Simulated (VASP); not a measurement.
Input of a VASP 6.6.1 run:

POSCAR

```
Nb
1.0
   -1.5807525000      1.5807525000      1.5807525000
    1.5807525000     -1.5807525000      1.5807525000
    1.5807525000      1.5807525000     -1.5807525000
Nb
1
Direct
    0.0000000000      0.0000000000      0.0000000000
```

File INCAR.step1:

```
PREC = Accurate ; ENCUT = 520
ISMEAR = 0 ; SIGMA = 0.15
LREAL = F ; LASPH = T
NELM = 60 ; NBANDS = 12
GGA = PE ; ALGO = Normal
EDIFF = 1E-4 ; LWAVE = T
LCHARG = F
```

File INCAR.step2:

```
PREC = Accurate ; ENCUT = 520
EDIFF = 1E-6 ; ISMEAR = 0
SIGMA = 0.15 ; LREAL = F
LASPH = T ; NELM = 60
ALGO = Normal ; ISIF = 2
LWAVE = F ; LCHARG = F
METAGGA = R2SCAN ; LMIXTAU = T
NBANDS = 12 ; ISTART = 1
```

KPOINTS

```
Automatic mesh
0
Gamma
  20 20 20
```

Potentials or basis: VASP PAW PBE potentials, release 64 (Nb_sv).

Launch:

```console
$ cat potpaw_PBE.64/Nb_sv/POTCAR > POTCAR
$ cp INCAR.step1 INCAR
$ mpirun -np 1 vasp_std > vasp.out
$ cp INCAR.step2 INCAR
$ mpirun -np 1 vasp_std > vasp.out
```

Question: What does it give for the band gap on the k mesh?

Answer: Zero (an odd number of electrons rules out a gap without spin polarisation).

Question: Estimate the pressure.

Answer: 28.9 GPa.

Caveat: the cell differs from its parent crystal (strain -0.050 along x and y, -0.050 along z); the cell stands under pressure; the PAW data sets were made with another functional, which shifts forces and pressure a little.
